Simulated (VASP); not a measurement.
# SnH5 (P4/mmm) in VASP: notebook

The runs below take SnH5 through single point, with PBE.

Program: VASP 6.6.1. These are calculated values, not measurements. Logs are shortened: lines on timing, memory, paths and dates and some standing lists are left out, and cuts for length are marked.

## Step 1: The cell of the first run

The structure is tetragonal, space group P4/mmm (No. 123). The conventional cell has a = 3.217 Å, b = 3.217 Å, c = 5.254 Å, α = 90.00°, β = 90.00°, γ = 90.00°. Sn (site symmetry 4/mmm) has 10 H at 2.24 to 2.81 Å within 3.0 Å. H (site symmetry 4mm) has 1 H at 0.78 Å within 1.1 Å. H (site symmetry 4mm) has 1 H at 0.98 Å within 1.3 Å. H (site symmetry 4/mmm) has 2 H at 0.98 Å within 1.3 Å.

## Step 2: Single point, PBE

INCAR

```
SYSTEM = SnH5
PREC = Accurate
ENCUT = 520
EDIFF = 1E-6
ISMEAR = 0
SIGMA = 0.1
LREAL = .FALSE.
LASPH = .TRUE.
NELM = 80
ALGO = Normal
ISIF = 2
LWAVE = .FALSE.
LCHARG = .FALSE.
GGA = PE
NBANDS = 18
```

KPOINTS

```
regular mesh
0
G
  6 6 2
  0 0 0
```

POSCAR

```
SnH5
1.0
    3.2167893306      0.0000000000      0.0000000000
    0.0000000000      3.2167893306      0.0000000000
    0.0000000000      0.0000000000      5.2540350378
Sn H
1 5
Direct
    0.5000000000      0.5000000000      0.0000000000
    0.5000000000      0.5000000000      0.4255276968
    0.5000000000      0.5000000000      0.5744723032
    0.0000000000      0.0000000000      0.3142882325
    0.0000000000      0.0000000000      0.6857117675
    0.0000000000      0.0000000000      0.5000000000
```

Potentials or basis: VASP PAW PBE potentials, release 64 (Sn_d, H).

Command:

```bash
> cat potpaw_PBE.64/Sn_d/POTCAR potpaw_PBE.64/H/POTCAR > POTCAR
> mpirun -np 1 vasp_std > vasp.out
```

OUTCAR:

```text
SYSTEM = SnH5
   PREC = Accurate
   ENCUT = 520
   EDIFF = 1E-6
   ISMEAR = 0
   LREAL = .FALSE.
   LASPH = .TRUE.
   NELM = 80
   ISIF = 2
   GGA = PE

 ion  position               nearest neighbor table
   1  0.500  0.500  0.000-   2 2.24   3 2.24
   2  0.500  0.500  0.426-   3 0.78   1 2.24
   3  0.500  0.500  0.574-   2 0.78   1 2.24
   4  0.000  0.000  0.314-
   5  0.000  0.000  0.686-
   6  0.000  0.000  0.500-

  LATTYP: Found a simple tetragonal cell.
 ALAT       =     3.2167893306
 C/A-ratio  =     1.6333164836

  Lattice vectors:

 A1 = (   3.2167893306,   0.0000000000,   0.0000000000)
 A2 = (   0.0000000000,   3.2167893306,   0.0000000000)
 A3 = (   0.0000000000,   0.0000000000,   5.2540350378)

Analysis of symmetry for initial positions (statically):
=====================================================================
 Subroutine PRICEL returns:
 Original cell was already a primitive cell.

 Routine SETGRP: Setting up the symmetry group for a
 simple tetragonal supercell.

 Subroutine GETGRP returns: Found 16 space group operations
 (whereof 16 operations were pure point group operations)
 out of a pool of 16 trial point group operations.

The static configuration has the point symmetry D_4h.

Analysis of symmetry for dynamics (positions and initial velocities):
=====================================================================
 Subroutine PRICEL returns:
 Original cell was already a primitive cell.

 Routine SETGRP: Setting up the symmetry group for a
 simple tetragonal supercell.

 Subroutine GETGRP returns: Found 16 space group operations
 (whereof 16 operations were pure point group operations)
 out of a pool of 16 trial point group operations.

The dynamic configuration has the point symmetry D_4h.

 Subroutine INISYM returns: Found 16 space group operations
 (whereof 16 operations are pure point group operations),
 and found     1 'primitive' translations

----------------------------------------------------------------------------------------

                                     Primitive cell

  volume of cell :      54.3674

  direct lattice vectors                    reciprocal lattice vectors
     3.216789331  0.000000000  0.000000000     0.310868974  0.000000000  0.000000000
     0.000000000  3.216789331  0.000000000     0.000000000  0.310868974  0.000000000
     0.000000000  0.000000000  5.254035038     0.000000000  0.000000000  0.190329907

  length of vectors
     3.216789331  3.216789331  5.254035038     0.310868974  0.310868974  0.190329907

  position of ions in fractional coordinates (direct lattice)
     0.500000000  0.500000000  0.000000000
     0.500000000  0.500000000  0.425527697
     0.500000000  0.500000000  0.574472303
     0.000000000  0.000000000  0.314288232
     0.000000000  0.000000000  0.685711768
     0.000000000  0.000000000  0.500000000

  ion indices of the primitive-cell ions
   primitive index   ion index
                 1           1
                 2           2
                 3           3
                 4           4
                 5           5
                 6           6

----------------------------------------------------------------------------------------

 KPOINTS: regular mesh

Automatic generation of k-mesh.
 Grid dimensions read from file:
 generate k-points for:    6    6    2

 Generating k-lattice:

  Cartesian coordinates                     Fractional coordinates (reciprocal lattice)
     0.051811496  0.000000000  0.000000000     0.166666667  0.000000000  0.000000000
     0.000000000  0.051811496  0.000000000     0.000000000  0.166666667  0.000000000
     0.000000000  0.000000000  0.095164953     0.000000000  0.000000000  0.500000000

  Length of vectors
     0.051811496  0.051811496  0.095164953

  Shift w.r.t. Gamma in fractional coordinates (k-lattice)
     0.000000000  0.000000000  0.000000000

 Subroutine IBZKPT returns following result:
 ===========================================

 Found     20 irreducible k-points:

 Following reciprocal coordinates:
            Coordinates               Weight
  0.000000  0.000000  0.000000      1.000000
  0.166667  0.000000  0.000000      4.000000
  0.333333  0.000000  0.000000      4.000000
  0.500000  0.000000  0.000000      2.000000
  0.166667  0.166667  0.000000      4.000000
  0.333333  0.166667  0.000000      8.000000
[... 12 lines left out ...]
  0.500000  0.333333  0.500000      4.000000
  0.500000  0.500000  0.500000      1.000000
   k-points           NKPTS =     20   k-points in BZ     NKDIM =     20   number of bands    NBANDS=     18
   number of dos      NEDOS =    301   number of ions     NIONS =      6
   total plane-waves  NPLWV =  23040
   dimension x,y,z NGX =    24 NGY =   24 NGZ =   40
   dimension x,y,z NGXF=    48 NGYF=   48 NGZF=   80
   ions per type =               1   5
   NGX,Y,Z   is equivalent  to a cutoff of  12.40, 12.40, 12.66 a.u.
   NGXF,Y,Z  is equivalent  to a cutoff of  24.81, 24.81, 25.31 a.u.
 SYSTEM =  SnH5
   PREC   = accura    normal or accurate (medium, high low for compatibility)
   ISTART =      0    job   : 0-new  1-cont  2-samecut
   ICHARG =      2    charge: 1-file 2-atom 10-const
   ISPIN  =      1    spin polarized calculation?
   LNONCOLLINEAR =      F non collinear calculations
   LSORBIT =      F    spin-orbit coupling
   LASPH  =      T    aspherical Exc in radial PAW
   ENCUT  =  520.0 eV  38.22 Ry    6.18 a.u.   5.98  5.98  9.77*2*pi/ulx,y,z
   NELM   =     80;   NELMIN=  2; NELMDL= -5     # of ELM steps
   EDIFF  = 0.1E-05   stopping-criterion for ELM
   LREAL  =      F    real-space projection
   EDIFFG = 0.1E-04   stopping-criterion for IOM
   NSW    =      0    number of steps for IOM
   IBRION =     -1    ionic relax: 0-MD 1-quasi-New 2-CG
   NFREE  =      0    steps in history (QN), initial steepest desc. (CG)
   ISIF   =      2    stress and relaxation
   ISYM   =      2    0-nonsym 1-usesym 2-fastsym
   POTIM  = 0.5000    time-step for ionic-motion
   TEBEG  =    0.0;   TEEND  =   0.0 temperature during run
   PSTRESS=    0.0 pullay stress
   NELECT =      19.0000    total number of electrons
   NUPDOWN=      -1.0000    fix difference up-down
   EMIN   =  10.00;   EMAX   =-10.00  energy-range for DOS
   EFERMI =   0.00;   METHOD = LEGACY
   ISMEAR =     0;   SIGMA  =   0.10  broadening in eV -4-tet -1-fermi 0-gaus
   EFERMI_NEDOS =   21; number of points for ismear=-14 and -15
   IALGO  =     38    algorithm
   IMIX   =      4    mixing-type and parameters
     AMIX     =   0.40;   BMIX     =  1.00
     AMIX_MAG =   1.60;   BMIX_MAG =  1.00
  volume/ion in A,a.u.               =       9.06        61.15
  Fermi-wavevector in a.u.,A,eV,Ry     =   1.153134  2.179108 18.091928  1.329719
  Thomas-Fermi vector in A             =   2.289781
   LORBIT       =      0    0 simple, 1 ext, 2 COOP (PROOUT), +10 PAW based schemes
   GGA     = PE    functional components
   LHFCALC =     F    Hartree Fock is set to
   AEXX    =    0.0000 exact exchange contribution
   IVDW    =     0    specifies the selected vdW correction
   LEPSILON=     F    determine dielectric tensor
   LRPA    =     F    only Hartree local field effects (RPA)
 non-spin polarized calculation
 Gauss-broadening in eV      SIGMA  =   0.10
  energy-cutoff  :      520.00
  volume of cell :       54.37
 maximum number of plane-waves:      1488
 NGX is ok and might be reduce to    24
   NGX = 11   NGY = 11   NGZ = 19

 number of electron      19.0000007 magnetization

 Free energy of the ion-electron system (eV)
  ---------------------------------------------------
  ext. energy  EPLUGINS =         0.00000000
  ---------------------------------------------------
  free energy    TOTEN  =       -18.54141260 eV

  energy without entropy =      -18.53555887  energy(sigma->0) =      -18.53848574

 E-fermi :   3.3434     XC(G=0):  -9.2148

 val. band max:        3.2907173423   @ k =   0.3333   0.3333   0.5000
 cond. band min:       3.3442897350   @ k =   0.1667   0.0000   0.5000
 fundamental gap:      0.0535723927
 Fermi energy:         3.3434158155

 k-point     1 :       0.0000    0.0000    0.0000
  band No.  band energies     occupation
      1     -18.1243      2.00000
      2     -18.1018      2.00000
      3     -17.9699      2.00000
      4     -17.9699      2.00000
      5     -17.8535      2.00000
      6      -7.6551      2.00000
[... 10 lines left out ...]
     17      15.2962      0.00000
     18      15.5397      0.00000

 k-point     2 :       0.1667    0.0000    0.0000
  band No.  band energies     occupation
      1     -18.1173      2.00000
      2     -18.0544      2.00000
      3     -17.9889      2.00000
      4     -17.9683      2.00000
      5     -17.8692      2.00000
      6      -7.3037      2.00000
[... 10 lines left out ...]
     17      15.0154      0.00000
     18      15.6611      0.00000

 k-point     3 :       0.3333    0.0000    0.0000
  band No.  band energies     occupation
      1     -18.1113      2.00000
      2     -18.0266      2.00000
      3     -17.9651      2.00000
      4     -17.9513      2.00000
      5     -17.9007      2.00000
      6      -6.2841      2.00000
[... 10 lines left out ...]
     17      15.2324      0.00000
     18      16.1143      0.00000

 k-point     4 :       0.5000    0.0000    0.0000
  band No.  band energies     occupation
      1     -18.1086      2.00000
      2     -18.0453      2.00000
      3     -17.9635      2.00000
      4     -17.9163      2.00000
      5     -17.8991      2.00000
      6      -4.9660      2.00000
[... 10 lines left out ...]
     17      15.0837      0.00000
     18      15.5737      0.00000

 k-point     5 :       0.1667    0.1667    0.0000
  band No.  band energies     occupation
      1     -18.0934      2.00000
      2     -18.0237      2.00000
      3     -17.9880      2.00000
      4     -17.9860      2.00000
      5     -17.8865      2.00000
      6      -6.9602      2.00000
[... 10 lines left out ...]
     17      14.8989      0.00000
     18      16.1759      0.00000

 k-point     6 :       0.3333    0.1667    0.0000
  band No.  band energies     occupation
      1     -18.0774      2.00000
      2     -18.0242      2.00000
      3     -17.9832      2.00000
      4     -17.9296      2.00000
      5     -17.9207      2.00000
      6      -5.9728      2.00000
[... 10 lines left out ...]
     17      14.9744      0.00000
     18      16.9920      0.00000

 k-point     7 :       0.5000    0.1667    0.0000
  band No.  band energies     occupation
      1     -18.0734      2.00000
      2     -18.0426      2.00000
      3     -17.9814      2.00000
      4     -17.9378      2.00000
      5     -17.8782      2.00000
      6      -4.7271      2.00000
[... 10 lines left out ...]
     17      14.3920      0.00000
     18      17.2494      0.00000

 k-point     8 :       0.3333    0.3333    0.0000
  band No.  band energies     occupation
      1     -18.0351      2.00000
      2     -18.0203      2.00000
      3     -18.0183      2.00000
      4     -17.9604      2.00000
      5     -17.8600      2.00000
      6      -5.1132      2.00000
[... 10 lines left out ...]
     17      13.4297      0.00000
     18      17.1828      0.00000
[... 145 lines left out ...]
     17      16.3756      0.00000
     18      16.7220      0.00000

 k-point    16 :       0.3333    0.1667    0.5000
  band No.  band energies     occupation
      1     -18.0727      2.00000
      2     -18.0248      2.00000
      3     -17.9835      2.00000
      4     -17.9289      2.00000
      5     -17.9206      2.00000
      6      -5.1762      2.00000
[... 10 lines left out ...]
     17      13.9038      0.00000
     18      17.7385      0.00000

 k-point    17 :       0.5000    0.1667    0.5000
  band No.  band energies     occupation
      1     -18.0690      2.00000
      2     -18.0434      2.00000
      3     -17.9816      2.00000
      4     -17.9377      2.00000
      5     -17.8772      2.00000
      6      -4.0286      2.00000
[... 10 lines left out ...]
     17      12.5433      0.00000
     18      18.9318      0.00000

 k-point    18 :       0.3333    0.3333    0.5000
  band No.  band energies     occupation
      1     -18.0297      2.00000
      2     -18.0208      2.00000
      3     -18.0186      2.00000
      4     -17.9603      2.00000
      5     -17.8600      2.00000
      6      -4.5049      2.00000
[... 10 lines left out ...]
     17      12.3835      0.00000
     18      16.7621      0.00000

 k-point    19 :       0.5000    0.3333    0.5000
  band No.  band energies     occupation
      1     -18.0377      2.00000
      2     -18.0181      2.00000
      3     -18.0172      2.00000
      4     -17.9800      2.00000
      5     -17.8152      2.00000
      6      -3.7051      2.00000
[... 10 lines left out ...]
     17      11.4966      0.00000
     18      17.0739      0.00000

 k-point    20 :       0.5000    0.5000    0.5000
  band No.  band energies     occupation
      1     -18.0349      2.00000
      2     -18.0349      2.00000
      3     -18.0022      2.00000
      4     -18.0009      2.00000
      5     -17.7741      2.00000
      6      -3.5275      2.00000
[... 10 lines left out ...]
     17      11.8582      0.00000
     18      15.9337      0.00000

------------------------ aborting loop because EDIFF is reached ----------------------------------------

  FORCE on cell =-STRESS in cart. coord.  units (eV):
  Direction    XX          YY          ZZ          XY          YZ          ZX
  --------------------------------------------------------------------------------------
  -------------------------------------------------------------------------------------
  Total        0.0006616      0.0006616     -0.0826296      0.0000000     -0.0000000      0.0000000
  in kB        0.0194964      0.0194964     -2.4350520      0.0000000     -0.0000000      0.0000000
  external PRESSURE =      -0.7986864 kB  Pullay stress =       0.0000000 kB

 VOLUME and BASIS-vectors are now :
 -----------------------------------------------------------------------------
  energy-cutoff  :      520.00
  volume of cell :       54.37
      direct lattice vectors                 reciprocal lattice vectors
     3.216789331  0.000000000  0.000000000     0.310868974  0.000000000  0.000000000
     0.000000000  3.216789331  0.000000000     0.000000000  0.310868974  0.000000000
     0.000000000  0.000000000  5.254035038     0.000000000  0.000000000  0.190329907

 POSITION                                       TOTAL-FORCE (eV/Angst)
 -----------------------------------------------------------------------------------
      1.60839      1.60839      0.00000         0.000000      0.000000      0.000000
      1.60839      1.60839      2.23574         0.000000     -0.000000      0.000615
      1.60839      1.60839      3.01830        -0.000000     -0.000000     -0.000615
      0.00000      0.00000      1.65128         0.000000      0.000000      0.006238
      0.00000      0.00000      3.60275         0.000000      0.000000     -0.006238
      0.00000      0.00000      2.62702         0.000000      0.000000      0.000000
 -----------------------------------------------------------------------------------
    total drift:                                0.000000     -0.000000     -0.000000

  FREE ENERGIE OF THE ION-ELECTRON SYSTEM (eV)
  ---------------------------------------------------
  free  energy   TOTEN  =       -18.5414126012 eV

  energy  without entropy=      -18.5355588725  energy(sigma->0) =      -18.53848574
```

Run time: 8.6 s. Hardware: 1 thread of Intel Xeon 6975P-C (Granite Rapids), shared host; peak memory 0.16 GiB.

What came out:

* Free energy: -18.5414 eV
* Pressure: -0.1 GPa
* Largest force: 0.006 eV/Å

Forces on the atoms (eV/Å):
```
Sn   0.000  0.000  0.000
H    0.000  0.000  0.001
H    0.000  0.000 -0.001
H    0.000  0.000  0.006
H    0.000  0.000 -0.006
H    0.000  0.000  0.000
```

Levels at points of the mesh, in eV from the Fermi level:
| k point | band 6 | band 7 | band 8 | band 9 | band 10 | band 11 | band 12 | band 13 |
| --- | --- | --- | --- | --- | --- | --- | --- | --- |
| (0.00, 0.00, 0.00) | -11.00 | -6.56 | -4.37 | -4.25 | 3.89 | 5.19 | 5.19 | 8.82 |
| (0.50, 0.00, 0.00) | -8.31 | -7.78 | -4.38 | -2.05 | -1.35 | -0.56 | 7.56 | 9.01 |
| (0.50, 0.50, 0.00) | -7.18 | -6.83 | -2.15 | -1.25 | -1.25 | -0.42 | 1.20 | 4.01 |
| (0.00, 0.00, 0.50) | -9.95 | -9.34 | -4.39 | 0.48 | 1.37 | 5.50 | 5.50 | 5.80 |
| (0.50, 0.00, 0.50) | -7.52 | -7.38 | -6.48 | -4.45 | 2.52 | 3.13 | 6.33 | 6.62 |
| (0.50, 0.50, 0.50) | -6.87 | -6.74 | -3.85 | -1.26 | -1.01 | -1.01 | 3.82 | 3.82 |

Caveat: the k points lie up to 0.60 Å⁻¹ apart; spin-orbit coupling is left out, which moves the levels of the heavy elements.

[end of part 1 of 2]
